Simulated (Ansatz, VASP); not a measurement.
**Ca3Sc: VASP beside Ansatz**

The input INCAR:

```
  ALGO = Normal
  EDIFF = 1E-7
  EDIFFG = -0.04
  ENCUT = 600
  GGA = PE
  IBRION = 2
  ISIF = 3
  ISMEAR = 0
  LASPH = T
  LCHARG = F
  LREAL = F
  LWAVE = F
  NELM = 100
  NSW = 90
  PREC = Accurate
  SIGMA = 0.1
```

The input KPOINTS:

```
k-points
0
Gamma
  4 4 4
```

Contents of POSCAR:

```
Ca3Sc
1.0
    4.7105251900      0.0000000000      0.0000000000
    0.0000000000      4.7105251900      0.0000000000
    0.0000000000      0.0000000000      4.7105251900
Ca Sc
3 1
Direct
    0.0000000000      0.5000000000      0.5000000000
    0.5000000000      0.0000000000      0.5000000000
    0.5000000000      0.5000000000      0.0000000000
    0.0000000000      0.0000000000      0.0000000000
```

Input for Ansatz:

```yaml
crystal:
  lattice:
    - [4.71052519, 0.0, 0.0]
    - [0.0, 4.71052519, 0.0]
    - [0.0, 0.0, 4.71052519]
  atoms:
    - { symbol: Ca, position: [0.0, 0.5, 0.5] }
    - { symbol: Ca, position: [0.5, 0.0, 0.5] }
    - { symbol: Ca, position: [0.5, 0.5, 0.0] }
    - { symbol: Sc, position: [0.0, 0.0, 0.0] }
basis:
  ecutwfc: 420
kpoints:
  mp_grid: { grid: [4, 4, 4] }
hamiltonian:
  xc: pbe
scf:
  occupations: { method: gaussian, width: 0.1 }
  lower_state_search: "off"
output:
  forces: true
  stress: true
  eigenvalues: true
relax:
  adjacent_minimum: "off"
  f_tol: 0.04
  max_steps: 70
  cell: { stress_tol: 0.4 }
```

Change from the starting cell: species swapped into the Nd3Al type (Pm-3m, No. 221).

Alike in both runs: task relaxation of cell and atoms; functional PBE; k mesh 4 × 4 × 4; occupations gaussian, width 0.1 eV; no spin polarisation.

|  | VASP | Ansatz |
| --- | --- | --- |
| version | VASP 6.6.1 | Ansatz 0.2.0 |
| potentials or method | VASP PAW PBE potentials, release 64 (Ca_sv, Sc_sv), cutoff 600 eV | scalar-relativistic, plane waves, PAW |
| valence electrons in the cell | 41 | 41 |

|  | VASP | Ansatz | Ansatz less VASP |
| --- | --- | --- | --- |
| gap on the k mesh at the Fermi level, each at its own relaxed structure (eV) | none | none | - |
| relaxed volume (Å³/atom) | 36.95 | 36.45 | -0.502 |
| relaxed cell length with the largest relative difference (Å) | 5.287 | 5.263 | -0.0240 |

A gap of «none» marks a metal or a gap that the smearing closes.

Noted on VASP's run: the volume moved by over 15 % at a fixed basis, so the end points are rough.
